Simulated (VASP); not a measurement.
Crystal: W.

```
W
1.0
     0.00000    1.99362    1.99362
     1.99362    0.00000    1.99362
     1.99362    1.99362    0.00000
W
1
Cartesian
  0.0000 0.0000 0.0000
```

```yaml
Program: VASP 6.6.1
Task: relaxation of cell and atoms
Functional: BLYP
Potentials_or_basis: VASP PAW PBE potentials, release 64 (W_sv)
Cutoff: 600 eV
k_mesh: 14 × 14 × 14
Occupations: fermi-dirac, width 0.1 eV
Spin: no spin polarisation
```

At the start: pressure 23.3 GPa; volume 15.85 Å³/atom.

Q: How do energy, volume and symmetry change on relaxing?

A: Over 18 steps the energy falls by 86.7 meV/atom and the volume is 17.12 Å³/atom (+8.0 %); space group Fm-3m (No. 225, to 0.05 Å).

Step by step:
| step | energy change (eV) | largest force (eV/Å) | pressure (GPa) | volume (Å³) |
| --- | --- | --- | --- | --- |
| 1 | 0.0000 | 0.0000 | 23.33 | 15.85 |
| 2 | 0.5678 | 0.0000 | -36.33 | 21.75 |
| 3 | -0.0859 | 0.0000 | -1.94 | 17.25 |
| 4 | -0.0867 | 0.0000 | -0.17 | 17.13 |
| 5 | -0.0867 | 0.0000 | 0.22 | 17.10 |
| 6 | -0.0867 | 0.0000 | 0.25 | 17.10 |
| 7 | -0.0867 | 0.0000 | 0.29 | 17.11 |
| 8 | -0.0867 | 0.0000 | 0.20 | 17.11 |
| 9 | -0.0867 | 0.0000 | 0.19 | 17.11 |
| 10 | -0.0867 | 0.0000 | 0.20 | 17.11 |
| 11 | -0.0867 | 0.0000 | 0.20 | 17.11 |
| 12 | -0.0867 | 0.0000 | 0.20 | 17.11 |
| 13 | -0.0867 | 0.0000 | 0.20 | 17.11 |
| 14 | -0.0867 | 0.0000 | 0.21 | 17.11 |
| 15 | -0.0867 | 0.0000 | 0.23 | 17.11 |
| 16 | -0.0867 | 0.0000 | 0.16 | 17.11 |
| 17 | -0.0867 | 0.0000 | 0.11 | 17.11 |
| 18 | -0.0867 | 0.0000 | -0.01 | 17.12 |

Final structure:
```yaml
crystal:
  lattice:
    - [0.00000, 2.04565, 2.04565]
    - [2.04565, 0.00000, 2.04565]
    - [2.04565, 2.04565, 0.00000]
  atoms:
    - { symbol: W, position: [0.00000, 0.00000, 0.00000] }
```

Caveat: the PAW data sets were made with another functional, which shifts forces and pressure a little.
